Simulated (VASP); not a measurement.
Wanted: the native input for a VASP 6.6.1 run.

| Item | Value |
| --- | --- |
| Task | relaxation of cell and atoms |
| Functional | PBE |
| Potentials or basis | VASP PAW PBE potentials, release 64 (Na_pv, F) |
| Cutoff | 600 eV |
| k mesh | 8 × 8 × 4 |
| Occupations | gaussian, width 0.02 eV |
| Spin | no spin polarisation |
| Dipole correction | no |
| Further INCAR settings | ALGO = Normal; EDIFF = 1e-07; IBRION = 2; EDIFFG = -0.01; NSW = 100; ISIF = 3 |

The structure of NaF lies in POSCAR:

```
NaF
1.0
    3.3315466535      0.0000000000      0.0000000000
    0.0000000000      3.3315466535      0.0000000000
    0.0000000000      0.0000000000      6.0388836790
Na F
2 2
Direct
    0.0000000000      0.5000000000      0.0000000000
    0.5000000000      0.0000000000      0.5000000000
    0.5000000000      0.5000000000      0.2500000000
    0.5000000000      0.5000000000      0.7500000000
```

The input as run:

INCAR

```
  PREC = Accurate
  ENCUT = 600
  EDIFF = 1E-7
  ISMEAR = 0
  SIGMA = 0.02
  LREAL = F
  LASPH = T
  NELM = 100
  ALGO = Normal
  ISIF = 3
  LWAVE = F
  LCHARG = F
  GGA = PE
  IBRION = 2
  NSW = 100
  EDIFFG = -0.01
```

KPOINTS

```
Automatic mesh
0
Gamma
  8 8 4
```

Potentials or basis: VASP PAW PBE potentials, release 64 (Na_pv, F).

The run is started by

```sh
$ cat potpaw_PBE.64/Na_pv/POTCAR potpaw_PBE.64/F/POTCAR > POTCAR
$ mpirun -np 1 vasp_std > vasp.out
```

Results of the run:

* Relaxed volume: 16.68 Å³/atom
* Relaxed cell: a = 3.325 Å, b = 3.325 Å, c = 6.036 Å, α = 90.00°, β = 90.00°, γ = 90.00°
* Space group after relaxing (to 0.05 Å): P4_2/mmc (No. 131)
* Energy gained by relaxing: 0.1 meV/atom
* Ionic steps: 3
* Pressure after relaxing: 0.0 GPa
* Band gap on the k mesh: 4.65 eV, indirect (least direct gap 4.66 eV)

It took 64 s on 1 thread of Intel(R) Xeon(R) Platinum 8488C (Sapphire Rapids), with other jobs on the host, peak memory 0.21 GiB.
